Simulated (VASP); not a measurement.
# P (Im-3m) in VASP: notebook

Runs on P. Level: PBEsol. Tasks: single point, relaxation of cell and atoms.

Program: VASP 6.6.1. These are calculated values, not measurements. Logs are shortened: lines on timing, memory, paths and dates and some standing lists are left out, and cuts for length are marked.

**1. The cell of the first run**

Symmetry: Im-3m, No. 229, cubic system. Conventional cell: a = 3.013 Å, b = 3.013 Å, c = 3.013 Å, α = 90.00°, β = 90.00°, γ = 90.00°. P (site symmetry m-3m) has 14 P at 2.61 to 3.01 Å within 3.4 Å.

This isn't the form of P at room conditions, which is orthorhombic.

**2. Single point, PBEsol**

Contents of INCAR:

```
ALGO = Normal
EDIFF = 1E-6
ENCUT = 500
GGA = PS
GGA_COMPAT = False
ISIF = 2
ISMEAR = -1
LASPH = True
LCHARG = False
LREAL = False
LWAVE = False
NBANDS = 8
NELM = 120
PREC = Accurate
SIGMA = 0.05
```

Contents of KPOINTS:

```
k-points
0
Gamma
  17 17 17
```

Contents of POSCAR:

```
P
1.0
   -1.5066301413      1.5066301413      1.5066301413
    1.5066301413     -1.5066301413      1.5066301413
    1.5066301413      1.5066301413     -1.5066301413
P
1
Direct
    0.0000000000      0.0000000000      0.0000000000
```

Potentials or basis: VASP PAW PBE potentials, release 64 (P).

Run with:

```console
> cat potpaw_PBE.64/P/POTCAR > POTCAR
> mpirun -np 1 vasp_std > vasp.out
```

OUTCAR:

```text
EDIFF = 1E-6
   ENCUT = 500
   GGA = PS
   ISIF = 2
   ISMEAR = -1
   LASPH = True
   LREAL = False
   NELM = 120
   PREC = Accurate

 ion  position               nearest neighbor table
   1  0.000  0.000  0.000-

  LATTYP: Found a body centered cubic cell.
 ALAT       =     3.0132602826

  Lattice vectors:

 A1 = (  -1.5066301413,   1.5066301413,   1.5066301413)
 A2 = (   1.5066301413,  -1.5066301413,   1.5066301413)
 A3 = (   1.5066301413,   1.5066301413,  -1.5066301413)

Analysis of symmetry for initial positions (statically):
=====================================================================
 Subroutine PRICEL returns:
 Original cell was already a primitive cell.

 Routine SETGRP: Setting up the symmetry group for a
 body centered cubic supercell.

 Subroutine GETGRP returns: Found 48 space group operations
 (whereof 48 operations were pure point group operations)
 out of a pool of 48 trial point group operations.

The static configuration has the point symmetry O_h .

Analysis of symmetry for dynamics (positions and initial velocities):
=====================================================================
 Subroutine PRICEL returns:
 Original cell was already a primitive cell.

 Routine SETGRP: Setting up the symmetry group for a
 body centered cubic supercell.

 Subroutine GETGRP returns: Found 48 space group operations
 (whereof 48 operations were pure point group operations)
 out of a pool of 48 trial point group operations.

The dynamic configuration has the point symmetry O_h .

 Subroutine INISYM returns: Found 48 space group operations
 (whereof 48 operations are pure point group operations),
 and found     1 'primitive' translations

----------------------------------------------------------------------------------------

                                     Primitive cell

  volume of cell :      13.6798

  direct lattice vectors                    reciprocal lattice vectors
    -1.506630141  1.506630141  1.506630141     0.000000000  0.331866452  0.331866452
     1.506630141 -1.506630141  1.506630141     0.331866452  0.000000000  0.331866452
     1.506630141  1.506630141 -1.506630141     0.331866452  0.331866452  0.000000000

  length of vectors
     2.609559953  2.609559953  2.609559953     0.469330038  0.469330038  0.469330038

  position of ions in fractional coordinates (direct lattice)
     0.000000000  0.000000000  0.000000000

  ion indices of the primitive-cell ions
   primitive index   ion index
                 1           1

----------------------------------------------------------------------------------------

 KPOINTS: k-points

Automatic generation of k-mesh.
 Grid dimensions read from file:
 generate k-points for:   17   17   17

 Generating k-lattice:

  Cartesian coordinates                     Fractional coordinates (reciprocal lattice)
     0.000000000  0.019521556  0.019521556     0.058823529  0.000000000  0.000000000
     0.019521556  0.000000000  0.019521556     0.000000000  0.058823529  0.000000000
     0.019521556  0.019521556  0.000000000     0.000000000  0.000000000  0.058823529

  Length of vectors
     0.027607649  0.027607649  0.027607649

  Shift w.r.t. Gamma in fractional coordinates (k-lattice)
     0.000000000  0.000000000  0.000000000

 Subroutine IBZKPT returns following result:
 ===========================================

 Found    165 irreducible k-points:

 Following reciprocal coordinates:
            Coordinates               Weight
  0.000000  0.000000  0.000000      1.000000
  0.058824  0.000000  0.000000     12.000000
  0.117647  0.000000  0.000000     12.000000
  0.176471  0.000000  0.000000     12.000000
  0.235294  0.000000  0.000000     12.000000
  0.294118  0.000000  0.000000     12.000000
[... 16 lines left out ...]
  0.411765  0.117647  0.000000     48.000000
  0.176471  0.176471  0.000000     24.000000
 [... further k-points ...]
   k-points           NKPTS =    165   k-points in BZ     NKDIM =    165   number of bands    NBANDS=      8
   number of dos      NEDOS =    301   number of ions     NIONS =      1
   total plane-waves  NPLWV =   8000
   dimension x,y,z NGX =    20 NGY =   20 NGZ =   20
   dimension x,y,z NGXF=    40 NGYF=   40 NGZF=   40
   ions per type =               1
   NGX,Y,Z   is equivalent  to a cutoff of  12.74, 12.74, 12.74 a.u.
   NGXF,Y,Z  is equivalent  to a cutoff of  25.48, 25.48, 25.48 a.u.
 SYSTEM =  unknown system
   PREC   = accura    normal or accurate (medium, high low for compatibility)
   ISTART =      0    job   : 0-new  1-cont  2-samecut
   ICHARG =      2    charge: 1-file 2-atom 10-const
   ISPIN  =      1    spin polarized calculation?
   LNONCOLLINEAR =      F non collinear calculations
   LSORBIT =      F    spin-orbit coupling
   LASPH  =      T    aspherical Exc in radial PAW
   ENCUT  =  500.0 eV  36.75 Ry    6.06 a.u.   4.76  4.76  4.76*2*pi/ulx,y,z
   NELM   =    120;   NELMIN=  2; NELMDL= -5     # of ELM steps
   EDIFF  = 0.1E-05   stopping-criterion for ELM
   LREAL  =      F    real-space projection
   EDIFFG = 0.1E-04   stopping-criterion for IOM
   NSW    =      0    number of steps for IOM
   IBRION =     -1    ionic relax: 0-MD 1-quasi-New 2-CG
   NFREE  =      0    steps in history (QN), initial steepest desc. (CG)
   ISIF   =      2    stress and relaxation
   ISYM   =      2    0-nonsym 1-usesym 2-fastsym
   POTIM  = 0.5000    time-step for ionic-motion
   TEBEG  =    0.0;   TEEND  =   0.0 temperature during run
   PSTRESS=    0.0 pullay stress
   NELECT =       5.0000    total number of electrons
   NUPDOWN=      -1.0000    fix difference up-down
   EMIN   =  10.00;   EMAX   =-10.00  energy-range for DOS
   EFERMI =   0.00;   METHOD = LEGACY
   ISMEAR =    -1;   SIGMA  =   0.05  broadening in eV -4-tet -1-fermi 0-gaus
   EFERMI_NEDOS =   21; number of points for ismear=-14 and -15
   IALGO  =     38    algorithm
   IMIX   =      4    mixing-type and parameters
     AMIX     =   0.40;   BMIX     =  1.00
     AMIX_MAG =   1.60;   BMIX_MAG =  1.00
  volume/ion in A,a.u.               =      13.68        92.32
  Fermi-wavevector in a.u.,A,eV,Ry     =   1.170500  2.211925 18.640946  1.370071
  Thomas-Fermi vector in A             =   2.306958
   LORBIT       =      0    0 simple, 1 ext, 2 COOP (PROOUT), +10 PAW based schemes
   GGA     = PS    functional components
   LHFCALC =     F    Hartree Fock is set to
   AEXX    =    0.0000 exact exchange contribution
   IVDW    =     0    specifies the selected vdW correction
   LEPSILON=     F    determine dielectric tensor
   LRPA    =     F    only Hartree local field effects (RPA)
 non-spin polarized calculation
  energy-cutoff  :      500.00
  volume of cell :       13.68
 maximum number of plane-waves:       370
   NGX =  9   NGY =  9   NGZ =  9

 number of electron       5.0000000 magnetization

 Free energy of the ion-electron system (eV)
  ---------------------------------------------------
  ext. energy  EPLUGINS =         0.00000000
  ---------------------------------------------------
  free energy    TOTEN  =        -5.22106116 eV

  energy without entropy =       -5.21643937  energy(sigma->0) =       -5.21875027

 E-fermi :  10.4628     XC(G=0): -11.8090

 val. band max:       10.4494757226   @ k =  -0.2353   0.2941   0.1765
 cond. band min:      10.4627557964   @ k =  -0.2941   0.4118   0.0588
 fundamental gap:      0.0132800738
 Fermi energy:        10.4627532184

 k-point     1 :       0.0000    0.0000    0.0000
  band No.  band energies     occupation
      1      -6.3450      2.00000
      2      18.1113      0.00000
      3      18.1113      0.00000
      4      18.1113      0.00000
      5      22.6795      0.00000
      6      22.6795      0.00000
      7      22.6795      0.00000
      8      26.6824      0.00000

 k-point     2 :       0.0588    0.0000    0.0000
  band No.  band energies     occupation
      1      -6.2374      2.00000
      2      17.3634      0.00000
      3      17.6750      0.00000
      4      18.0362      0.00000
      5      22.3584      0.00000
      6      22.8331      0.00000
      7      23.3040      0.00000
      8      25.9682      0.00000

 k-point     3 :       0.1176    0.0000    0.0000
  band No.  band energies     occupation
      1      -5.9154      2.00000
      2      15.5855      0.00000
      3      16.7694      0.00000
      4      17.8202      0.00000
      5      21.5902      0.00000
      6      22.6527      0.00000
      7      24.7718      0.00000
      8      25.4393      0.00000

 k-point     4 :       0.1765    0.0000    0.0000
  band No.  band energies     occupation
      1      -5.3802      2.00000
      2      13.3633      0.00000
      3      15.8133      0.00000
      4      17.4945      0.00000
      5      20.6793      0.00000
      6      21.8260      0.00000
      7      25.8363      0.00000
      8      26.3800      0.00000

 k-point     5 :       0.2353    0.0000    0.0000
  band No.  band energies     occupation
      1      -4.6345      2.00000
      2      11.0067      0.00004
      3      14.9553      0.00000
      4      17.1111      0.00000
      5      19.8073      0.00000
      6      20.9121      0.00000
      7      26.6202      0.00000
      8      26.6739      0.00000

 k-point     6 :       0.2941    0.0000    0.0000
  band No.  band energies     occupation
      1      -3.6832      2.00000
      2       8.6723      2.00000
      3      14.2456      0.00000
      4      16.7293      0.00000
      5      19.0600      0.00000
      6      20.1318      0.00000
      7      27.2547      0.00000
      8      27.5655      0.00000

 k-point     7 :       0.3529    0.0000    0.0000
  band No.  band energies     occupation
      1      -2.5359      2.00000
      2       6.4464      2.00000
      3      13.7043      0.00000
      4      16.4010      0.00000
      5      18.4782      0.00000
      6      19.5327      0.00000
      7      28.0907      0.00000
      8      28.5960      0.00000

 k-point     8 :       0.4118    0.0000    0.0000
  band No.  band energies     occupation
      1      -1.2190      2.00000
      2       4.3946      2.00000
      3      13.3401      0.00000
      4      16.1633      0.00000
      5      18.0823      0.00000
      6      19.1288      0.00000
      7      29.1238      0.00000
      8      29.6030      0.00000

 k-point     9 :       0.4706    0.0000    0.0000
  band No.  band energies     occupation
      1       0.1162      2.00000
      2       2.6877      2.00000
      3      13.1572      0.00000
      4      16.0390      0.00000
      5      17.8822      0.00000
      6      18.9256      0.00000
      7      30.1540      0.00000
      8      30.3211      0.00000

 k-point    10 :       0.0588    0.0588    0.0000
  band No.  band energies     occupation
      1      -6.0227      2.00000
      2      16.2073      0.00000
      3      17.0688      0.00000
      4      17.6649      0.00000
      5      22.0894      0.00000
      6      22.7489      0.00000
      7      24.2654      0.00000
      8      25.2007      0.00000
[... 78 lines left out ...]
 k-point    18 :       0.1176    0.1176    0.0000
  band No.  band energies     occupation
      1      -5.0599      2.00000
      2      12.9820      0.00000
      3      14.4313      0.00000
      4      16.5610      0.00000
      5      21.1895      0.00000
      6      22.5639      0.00000
      7      24.9361      0.00000
      8      26.3351      0.00000

 k-point    19 :       0.1765    0.1176   -0.0000
  band No.  band energies     occupation
      1      -4.3161      2.00000
      2      11.0657      0.00001
      3      13.1491      0.00000
      4      15.9538      0.00000
      5      20.7872      0.00000
      6      22.3301      0.00000
      7      25.3098      0.00000
      8      27.4684      0.00000

 k-point    20 :       0.2353    0.1176    0.0000
  band No.  band energies     occupation
      1      -3.3673      2.00000
      2       8.8775      2.00000
      3      12.2696      0.00000
      4      15.4079      0.00000
      5      20.3047      0.00000
      6      22.1098      0.00000
      7      25.6963      0.00000
      8      28.9236      0.00000

 k-point    21 :       0.2941    0.1176    0.0000
  band No.  band energies     occupation
      1      -2.2235      2.00000
      2       6.7067      2.00000
      3      11.6493      0.00000
      4      14.9624      0.00000
      5      19.8560      0.00000
      6      21.9319      0.00000
      7      26.3139      0.00000
      8      30.0298      0.00000

 k-point    22 :       0.3529    0.1176   -0.0000
  band No.  band energies     occupation
      1      -0.9119      2.00000
      2       4.6814      2.00000
      3      11.2441      0.00000
      4      14.6499      0.00000
      5      19.5264      0.00000
      6      21.7866      0.00000
      7      27.2137      0.00000
      8      30.2605      0.00000

 k-point    23 :       0.4118    0.1176    0.0000
  band No.  band energies     occupation
      1       0.4139      2.00000
      2       2.9920      2.00000
      3      11.0429      0.00002
      4      14.4894      0.00000
      5      19.3545      0.00000
      6      21.7026      0.00000
      7      28.3234      0.00000
      8      29.4822      0.00000

 k-point    24 :       0.1765    0.1765    0.0000
  band No.  band energies     occupation
      1      -3.4719      2.00000
      2       9.7815      2.00000
      3      11.3331      0.00000
      4      15.3034      0.00000
      5      20.8246      0.00000
      6      22.5104      0.00000
      7      26.1108      0.00000
      8      27.7632      0.00000

 [... further k-points ...]
[... 5 lines left out ...]
  --------------------------------------------------------------------------------------
  -------------------------------------------------------------------------------------
  Total        0.0085101      0.0085101      0.0085101      0.0000000     -0.0000000      0.0000000
  in kB        0.9967072      0.9967072      0.9967072      0.0000000     -0.0000000      0.0000000
  external PRESSURE =       0.9967072 kB  Pullay stress =       0.0000000 kB

 VOLUME and BASIS-vectors are now :
 -----------------------------------------------------------------------------
  energy-cutoff  :      500.00
  volume of cell :       13.68
      direct lattice vectors                 reciprocal lattice vectors
    -1.506630141  1.506630141  1.506630141     0.000000000  0.331866452  0.331866452
     1.506630141 -1.506630141  1.506630141     0.331866452  0.000000000  0.331866452
     1.506630141  1.506630141 -1.506630141     0.331866452  0.331866452  0.000000000

 POSITION                                       TOTAL-FORCE (eV/Angst)
 -----------------------------------------------------------------------------------
      0.00000      0.00000      0.00000         0.000000      0.000000     -0.000000
 -----------------------------------------------------------------------------------
    total drift:                                0.000000      0.000000     -0.000000

  FREE ENERGIE OF THE ION-ELECTRON SYSTEM (eV)
  ---------------------------------------------------
  free  energy   TOTEN  =        -5.2210611581 eV

  energy  without entropy=       -5.2164393738  energy(sigma->0) =       -5.21875027
```

Wall time 6.9 s (1 thread of Intel Xeon Platinum 8375C at 2.90GHz (Ice Lake), shared host); peak memory 0.13 GiB.

Results:

```
Free energy            : -5.2211 eV
Pressure               : 0.1 GPa
Band gap on the k mesh : zero (an odd number of electrons rules out a gap without spin polarisation)
```

Caveat: the PAW data sets were made with another functional, which shifts forces and pressure a little.

(Part 1 of 2 ends here.)
